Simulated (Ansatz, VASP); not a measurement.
S in VASP and in Ansatz

```
S
1.0
     0.00000    1.99018    1.99018
     1.99018    0.00000    1.99018
     1.99018    1.99018    0.00000
S
1
Direct
  0.00000 0.00000 0.00000
```

Alike in both runs: task single point; functional PBE; k mesh 18 × 18 × 18; occupations gaussian, width 0.1 eV; no spin polarisation.

```csv
,VASP,Ansatz
version,VASP 6.6.1,Ansatz 0.2.0
potentials or method,"VASP PAW PBE potentials, release 64 (S), cutoff 520 eV","scalar-relativistic, plane waves, PAW"
valence electrons in the cell,6,6
```

```csv
,VASP,Ansatz,Ansatz less VASP
gap on the k mesh at the Fermi level (eV),none,none,-
pressure (GPa),0.4,0.5,+0.15
```

A gap of «none» marks a metal or a gap that the smearing closes. With one functional, cell and mesh, what is left measures potentials, basis and numerics.
